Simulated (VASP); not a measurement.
The system is Ag3BrO.

```
CELL_PARAMETERS angstrom
6.30382 0.00000 0.00000
-3.15191 5.45927 0.00000
0.00000 0.00000 5.29521
ATOMIC_POSITIONS crystal
Ag 0.83333 0.66667 0.75000
Ag 0.33333 0.16667 0.75000
Ag 0.83333 0.16667 0.75000
Ag 0.16667 0.33333 0.25000
Ag 0.66667 0.83333 0.25000
Ag 0.16667 0.83333 0.25000
Br 0.33333 0.66667 0.75000
Br 0.66667 0.33333 0.25000
O 0.00000 0.00000 0.00000
O 0.00000 0.00000 0.50000
```

* Program: VASP 6.6.1
* Task: relaxation of cell and atoms
* Functional: PBE
* Potentials or basis: VASP PAW PBE potentials, release 64 (Ag, Br, O)
* Cutoff: 600 eV
* k mesh: 3 × 3 × 4
* Occupations: gaussian, width 0.1 eV
* Spin: no spin polarisation

At the start: pressure 4.3 GPa; volume 18.22 Å³/atom.

**Question.** How do energy, volume and symmetry change on relaxing?

**Answer.** Over 8 steps the energy falls by 47.1 meV/atom and the volume is 18.33 Å³/atom (+0.6 %); space group P6_3/mmc (No. 194, to 0.05 Å).

The path:
```csv
step,energy change (eV),largest force (eV/Å),pressure (GPa),volume (Å³)
1,0.0000,1.2185,4.31,182.23
2,-0.3019,0.1996,-2.35,195.46
3,-0.3117,0.3313,-1.50,193.26
4,-0.3875,0.2676,-1.12,189.90
5,-0.4690,0.0148,0.45,181.73
6,-0.4699,0.0333,0.20,182.71
7,-0.4700,0.0216,0.27,182.46
8,-0.4713,0.0348,-0.09,183.28
```

Final structure:
```
CELL_PARAMETERS angstrom
6.23453 0.00000 0.00000
-3.11727 5.39926 0.00000
0.00000 0.00000 5.44487
ATOMIC_POSITIONS crystal
Ag 0.82208 0.64415 0.75000
Ag 0.35585 0.17792 0.75000
Ag 0.82208 0.17792 0.75000
Ag 0.17792 0.35585 0.25000
Ag 0.64415 0.82208 0.25000
Ag 0.17792 0.82208 0.25000
Br 0.33333 0.66667 0.75000
Br 0.66667 0.33333 0.25000
O 0.00000 0.00000 0.00000
O 0.00000 0.00000 0.50000
```

Caveat: the k points lie up to 0.39 Å⁻¹ apart in the final cell.
